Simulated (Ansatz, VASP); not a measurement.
Two plane-wave programs on TaN

The input INCAR:

```
ALGO = Normal
EDIFF = 1E-6
ENCUT = 600
GGA = PS
GGA_COMPAT = False
ISIF = 2
ISMEAR = 0
LASPH = True
LCHARG = False
LREAL = False
LWAVE = False
NBANDS = 16
NELM = 120
PREC = Accurate
SIGMA = 0.15
```

KPOINTS

```
k-points
0
Gamma
  24 24 24
```

The input POSCAR:

```
TaN
1.0
    0.0000000000      2.0237563526      2.0237563526
    2.1878447055     -0.1640883529      2.1878447055
    2.1878447055      2.1878447055     -0.1640883529
Ta N
1 1
Direct
    0.5000000000      0.5000000000      0.5000000000
    0.0000000000      0.0000000000      0.0000000000
```

Input for Ansatz:

```yaml
crystal:
  lattice:
    - [0.0, 2.0237563526, 2.0237563526]
    - [2.1878447055, -0.1640883529, 2.1878447055]
    - [2.1878447055, 2.1878447055, -0.1640883529]
  atoms:
    - { symbol: Ta, position: [0.5, 0.5, 0.5] }
    - { symbol: "N", position: [0.0, 0.0, 0.0] }
basis:
  ecutwfc: 420
kpoints:
  mp_grid: { grid: [24, 24, 24] }
hamiltonian:
  xc: pbesol
scf:
  occupations: { method: gaussian, width: 0.15 }
output:
  forces: true
  stress: true
  eigenvalues: true
```

Change from the starting cell: strain -0.1500 x Voigt [0, 0, 0, 1, 0, 0], atoms carried along.

Alike in both runs: task single point; functional PBEsol; k mesh 24 × 24 × 24; occupations gaussian, width 0.15 eV; no spin polarisation.

|  | VASP | Ansatz |
| --- | --- | --- |
| version | VASP 6.6.1 | Ansatz 0.2.0 |
| potentials or method | VASP PAW PBE potentials, release 64 (Ta_sv_GW, N), cutoff 600 eV | scalar-relativistic, plane waves, PAW |
| valence electrons in the cell | 18 | 18 |

```tsv
	VASP	Ansatz	Ansatz less VASP
gap on the k mesh at the Fermi level (eV)	none	none	-
pressure (GPa)	2.9	2.8	-0.07
traceless stress, the component that is largest in VASP (GPa)	7.01	7.02	+0.012
```

VASP's potentials were made for PBE, not for PBEsol. A gap of «none» marks a metal or a gap that the smearing closes.

Spin-orbit coupling is off throughout.
